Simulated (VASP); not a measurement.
SrO, 2 atoms in the cell. The structure is tetragonal, space group I4mm (No. 107). The conventional cell has a = 3.634 Å, b = 3.634 Å, c = 5.140 Å, α = 90.00°, β = 90.00°, γ = 90.00°. Sr (site symmetry 4mm) has 6 O at 2.38 to 2.76 Å within 3.1 Å. Within 3.1 Å of O (site symmetry 4mm) lie 6 Sr at 2.38 to 2.76 Å.  This cell differs from its parent crystal: all Sr atoms moved +0.188 Å, as atom 1 towards its neighbour atom 2 (O) at 2.570 Å.

```yaml
Program: VASP 6.6.1
Task: single point
Functional: r2SCAN
Potentials_or_basis: VASP PAW PBE potentials, release 64 (Sr_sv, O)
Cutoff: 520 eV
k_mesh: 8 × 8 × 8
Occupations: gaussian, width 0.05 eV
Spin: no spin polarisation
Dipole_correction: no
Further_INCAR_settings: ALGO = Normal; EDIFF = 1e-06; NBANDS = 15
```

Potentials or basis: VASP PAW PBE potentials, release 64 (Sr_sv, O).

Command:

```sh
$ cat potpaw_PBE.64/Sr_sv/POTCAR potpaw_PBE.64/O/POTCAR > POTCAR
$ cp INCAR.step1 INCAR
$ mpirun -np 1 vasp_std > vasp.out
$ cp INCAR.step2 INCAR
$ mpirun -np 1 vasp_std > vasp.out
```

Hardware: 1 thread of AMD EPYC 7R13 (shared host).

Problem. Estimate the wall time of this run.

Solution. Wall time 4.7 min on 1 thread of AMD EPYC 7R13, with other jobs on the host, peak memory 0.15 GiB. Counts: k points 59.
